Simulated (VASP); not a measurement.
# ZnS3 (Pm-3m) in VASP: notebook, part 2 of 2

VASP 6.6.1. Earlier steps stand in the parts before.

### 4 Relaxation of cell and atoms, PBE

This run uses another cell than the first one, of 16.91 Å³/atom, 0.896 times its volume.

Contents of INCAR:

```
ALGO = Normal
EDIFF = 1E-6
EDIFFG = -0.01
ENCUT = 600
GGA = PE
IBRION = 2
ISIF = 3
ISMEAR = 0
LASPH = True
LCHARG = False
LREAL = False
LWAVE = False
NELM = 100
NSW = 100
PREC = Accurate
SIGMA = 0.1
```

Contents of KPOINTS:

```
k-points
0
Gamma
  12 12 12
```

Contents of POSCAR:

```
ZnS3
1.0
    4.0742138438      0.0000000000      0.0000000000
    0.0000000000      4.0742138438      0.0000000000
    0.0000000000      0.0000000000      4.0742138438
Zn S
1 3
Direct
    0.0000000000      0.0000000000      0.0000000000
    0.0000000000      0.5000000000      0.5000000000
    0.5000000000      0.0000000000      0.5000000000
    0.5000000000      0.5000000000      0.0000000000
```

Potentials or basis: VASP PAW PBE potentials, release 64 (Zn, S).

Command:

```console
$ cat potpaw_PBE.64/Zn/POTCAR potpaw_PBE.64/S/POTCAR > POTCAR
$ mpirun -np 1 vasp_std > vasp.out
```

OUTCAR:

```text
EDIFF = 1E-6
   EDIFFG = -0.01
   ENCUT = 600
   GGA = PE
   IBRION = 2
   ISIF = 3
   ISMEAR = 0
   LASPH = True
   LREAL = False
   NELM = 100
   NSW = 100
   PREC = Accurate

 ion  position               nearest neighbor table
   1  0.000  0.000  0.000-   2 2.88   3 2.88   4 2.88   2 2.88   3 2.88   2 2.88   4 2.88   2 2.88
                             3 2.88   4 2.88   3 2.88   4 2.88
   2  0.000  0.500  0.500-   1 2.88   1 2.88   1 2.88   1 2.88
   3  0.500  0.000  0.500-   1 2.88   1 2.88   1 2.88   1 2.88
   4  0.500  0.500  0.000-   1 2.88   1 2.88   1 2.88   1 2.88

  LATTYP: Found a simple cubic cell.
 ALAT       =     4.0742138438

  Lattice vectors:

 A1 = (   4.0742138438,   0.0000000000,   0.0000000000)
 A2 = (   0.0000000000,   4.0742138438,   0.0000000000)
 A3 = (   0.0000000000,   0.0000000000,   4.0742138438)

Analysis of symmetry for initial positions (statically):
=====================================================================
 Subroutine PRICEL returns:
 Original cell was already a primitive cell.

 Routine SETGRP: Setting up the symmetry group for a
 simple cubic supercell.

 Subroutine GETGRP returns: Found 48 space group operations
 (whereof 48 operations were pure point group operations)
 out of a pool of 48 trial point group operations.

The static configuration has the point symmetry O_h .

Analysis of symmetry for dynamics (positions and initial velocities):
=====================================================================
 Subroutine PRICEL returns:
 Original cell was already a primitive cell.

 Routine SETGRP: Setting up the symmetry group for a
 simple cubic supercell.

 Subroutine GETGRP returns: Found 48 space group operations
 (whereof 48 operations were pure point group operations)
 out of a pool of 48 trial point group operations.

The dynamic configuration has the point symmetry O_h .

 Subroutine INISYM returns: Found 48 space group operations
 (whereof 48 operations are pure point group operations),
 and found     1 'primitive' translations

----------------------------------------------------------------------------------------

                                     Primitive cell

  volume of cell :      67.6288

  direct lattice vectors                    reciprocal lattice vectors
     4.074213844  0.000000000  0.000000000     0.245446125  0.000000000  0.000000000
     0.000000000  4.074213844  0.000000000     0.000000000  0.245446125  0.000000000
     0.000000000  0.000000000  4.074213844     0.000000000  0.000000000  0.245446125

  length of vectors
     4.074213844  4.074213844  4.074213844     0.245446125  0.245446125  0.245446125

  position of ions in fractional coordinates (direct lattice)
     0.000000000  0.000000000  0.000000000
     0.000000000  0.500000000  0.500000000
     0.500000000  0.000000000  0.500000000
     0.500000000  0.500000000  0.000000000

  ion indices of the primitive-cell ions
[... 106 lines left out ...]
   LEPSILON=     F    determine dielectric tensor
   LRPA    =     F    only Hartree local field effects (RPA)
 conjugate gradient relaxation of ions
 non-spin polarized calculation
 Gauss-broadening in eV      SIGMA  =   0.10
  energy-cutoff  :      600.00
  volume of cell :       67.63
 maximum number of plane-waves:      2301
 NGX is ok and might be reduce to    36
   NGX = 17   NGY = 17   NGZ = 17

--------------------------------------- Ionic step        1  -------------------------------------------

 number of electron      29.9999978 magnetization

 Free energy of the ion-electron system (eV)
  ---------------------------------------------------
  ext. energy  EPLUGINS =         0.00000000
  ---------------------------------------------------
  free energy    TOTEN  =       -10.29718633 eV

  energy without entropy =      -10.28201643  energy(sigma->0) =      -10.28960138

------------------------ aborting loop because EDIFF is reached ----------------------------------------

  FORCE on cell =-STRESS in cart. coord.  units (eV):
  Direction    XX          YY          ZZ          XY          YZ          ZX
  --------------------------------------------------------------------------------------
  -------------------------------------------------------------------------------------
  Total       -0.4022201     -0.4022201     -0.4022201      0.0000000      0.0000000      0.0000000
  in kB       -9.5289034     -9.5289034     -9.5289034      0.0000000      0.0000000      0.0000000
  external PRESSURE =      -9.5289034 kB  Pullay stress =       0.0000000 kB

 VOLUME and BASIS-vectors are now :
 -----------------------------------------------------------------------------
  energy-cutoff  :      600.00
  volume of cell :       67.63
      direct lattice vectors                 reciprocal lattice vectors
     4.074213844  0.000000000  0.000000000     0.245446125  0.000000000  0.000000000
     0.000000000  4.074213844  0.000000000     0.000000000  0.245446125  0.000000000
     0.000000000  0.000000000  4.074213844     0.000000000  0.000000000  0.245446125

 POSITION                                       TOTAL-FORCE (eV/Angst)
 -----------------------------------------------------------------------------------
      0.00000      0.00000      0.00000         0.000000      0.000000      0.000000
      0.00000      2.03711      2.03711         0.000000      0.000000      0.000000
      2.03711      0.00000      2.03711         0.000000      0.000000      0.000000
      2.03711      2.03711      0.00000         0.000000      0.000000      0.000000
 -----------------------------------------------------------------------------------
    total drift:                                0.000000      0.000000      0.000000

  FREE ENERGIE OF THE ION-ELECTRON SYSTEM (eV)
  ---------------------------------------------------
  free  energy   TOTEN  =       -10.2971863341 eV

  energy  without entropy=      -10.2820164286  energy(sigma->0) =      -10.28960138

--------------------------------------- Ionic step        2  -------------------------------------------

 number of electron      29.9999985 magnetization

 Free energy of the ion-electron system (eV)
  ---------------------------------------------------
  ext. energy  EPLUGINS =         0.00000000
  ---------------------------------------------------
  free energy    TOTEN  =       -10.30008073 eV

  energy without entropy =      -10.28523760  energy(sigma->0) =      -10.29265917

 E-fermi :   5.9179     XC(G=0): -10.9204

 val. band max:        5.9106688328   @ k =   0.5000   0.2500   0.1667
 cond. band min:       5.9309033459   @ k =   0.5000   0.4167   0.1667
 fundamental gap:      0.0202345131
 Fermi energy:         5.9179174340

 k-point     1 :       0.0000    0.0000    0.0000
  band No.  band energies     occupation
      1      -9.9069      2.00000
      2      -5.3298      2.00000
      3      -5.3298      2.00000
      4      -1.0179      2.00000
      5      -1.0179      2.00000
      6      -1.0179      2.00000
[... 505 lines left out ...]
      6      -1.1287      2.00000
[... 11 lines left out ...]
     18       7.9165      0.00000
     19       9.9212      0.00000

 [... further k-points ...]
[... 5 lines left out ...]
  --------------------------------------------------------------------------------------
  -------------------------------------------------------------------------------------
  Total        0.0196645      0.0196645      0.0196645     -0.0000000     -0.0000000      0.0000000
  in kB        0.4727121      0.4727121      0.4727121     -0.0000000     -0.0000000      0.0000000
  external PRESSURE =       0.4727121 kB  Pullay stress =       0.0000000 kB

 VOLUME and BASIS-vectors are now :
 -----------------------------------------------------------------------------
  energy-cutoff  :      600.00
  volume of cell :       66.65
      direct lattice vectors                 reciprocal lattice vectors
     4.054449663  0.000000000  0.000000000     0.246642598 -0.000000000  0.000000000
     0.000000000  4.054449663 -0.000000000    -0.000000000  0.246642598 -0.000000000
    -0.000000000  0.000000000  4.054449663    -0.000000000  0.000000000  0.246642598

 POSITION                                       TOTAL-FORCE (eV/Angst)
 -----------------------------------------------------------------------------------
      0.00000      0.00000      0.00000        -0.000000      0.000000      0.000000
      0.00000      2.02722      2.02722         0.000000     -0.000000      0.000000
      2.02722      0.00000      2.02722        -0.000000     -0.000000      0.000000
      2.02722      2.02722     -0.00000        -0.000000      0.000000      0.000000
 -----------------------------------------------------------------------------------
    total drift:                               -0.000000      0.000000      0.000000

  FREE ENERGIE OF THE ION-ELECTRON SYSTEM (eV)
  ---------------------------------------------------
  free  energy   TOTEN  =       -10.3000807348 eV

  energy  without entropy=      -10.2852375957  energy(sigma->0) =      -10.29265917

 reached required accuracy - stopping structural energy minimisation
```

OSZICAR:

```text
N       E                     dE             d eps       ncg     rms          rms(c)
DAV:   1     0.216106745948E+03    0.21611E+03   -0.15683E+04  3192   0.191E+03
[... 14 lines left out ...]
DAV:   1    -0.103435419471E+02   -0.46355E-01   -0.76320E-01  3914   0.137E+01    0.161E+00
DAV:   2    -0.103065703726E+02    0.36972E-01   -0.13570E-01  3539   0.936E+00    0.616E-01
DAV:   3    -0.103010468906E+02    0.55235E-02   -0.13075E-02  3284   0.710E-01    0.222E-01
DAV:   4    -0.103002938154E+02    0.75308E-03   -0.68349E-04  3886   0.490E-01    0.120E-01
DAV:   5    -0.103000724069E+02    0.22141E-03   -0.21335E-04  4720   0.285E-01    0.231E-02
DAV:   6    -0.103000812628E+02   -0.88559E-05   -0.11101E-04  3423   0.115E-01    0.106E-02
DAV:   7    -0.103000807348E+02    0.52799E-06   -0.40155E-06  2602   0.448E-02
   2 F= -.10300081E+02 E0= -.10292659E+02  d E =-.289440E-02
```

CONTCAR:

```text
ZnS3
   1.00000000000000
     4.0544496627729760    0.0000000000000000    0.0000000000000000
     0.0000000000000000    4.0544496627729760   -0.0000000000000000
    -0.0000000000000000    0.0000000000000000    4.0544496627729760
  Zn              S
     1     3
Direct
     0.0000000000000000    0.0000000000000000    0.0000000000000000
     0.0000000000000000    0.5000000000000000    0.5000000000000000
     0.5000000000000000    0.0000000000000000    0.5000000000000000
     0.5000000000000000    0.5000000000000000    0.0000000000000000

  0.00000000E+00  0.00000000E+00  0.00000000E+00
  0.00000000E+00  0.00000000E+00  0.00000000E+00
  0.00000000E+00  0.00000000E+00  0.00000000E+00
  0.00000000E+00  0.00000000E+00  0.00000000E+00
```

Run time: 63 s. Hardware: 1 thread of Intel Xeon 6975P-C (Granite Rapids), shared host; peak memory 0.29 GiB.

Results:

```
Free energy                            : -10.3001 eV
Relaxed volume                         : 16.66 Å³/atom
Relaxed cell                           : a = 4.054 Å, b = 4.054 Å, c = 4.054 Å, α = 90.00°, β = 90.00°, γ = 90.00°
Space group after relaxing (to 0.05 Å) : Pm-3m (No. 221)
Energy gained by relaxing              : 0.7 meV/atom
Ionic steps                            : 2
Pressure after relaxing                : 0.0 GPa
Band gap on the k mesh                 : zero (band 15 reaches 7.38 eV, above the bottom of band 16 at 5.40 eV)
```

The path:
```
step  energy change (eV)  largest force (eV/Å)  pressure (GPa)  volume (Å³)
   1              0.0000                0.0000           -0.95        67.63
   2             -0.0029                0.0000            0.05        66.65
```

Final structure:
```
Zn S
1.0
     4.05445    0.00000    0.00000
     0.00000    4.05445    0.00000
     0.00000    0.00000    4.05445
Zn S
1 3
Direct
  0.00000 0.00000 0.00000
  0.00000 0.50000 0.50000
  0.50000 0.00000 0.50000
  0.50000 0.50000 0.00000
```

### 5 Overview

```csv
task,cell,k mesh,cutoff (eV),gap on the mesh (eV),pressure (GPa),relaxed volume (Å³/atom)
relaxation of cell and atoms,"relaxed from a = 4.226 Å, 4 atoms",4 × 4 × 4,600,none,-0.2,16.95
single point,"a = 4.055 Å, 4 atoms",12 × 12 × 12,520,none,0.0,-
relaxation of cell and atoms,"relaxed from a = 4.074 Å, 4 atoms",12 × 12 × 12,600,none,0.0,16.66
```

Alike in all rows: level PBE; potentials or basis VASP PAW PBE potentials, release 64 (Zn, S); no spin polarisation; smearing gaussian 0.1 eV.

Caveats: some runs use coarse meshes.

Total energies depend on the potentials used, so only differences within one code and one set of settings carry meaning.
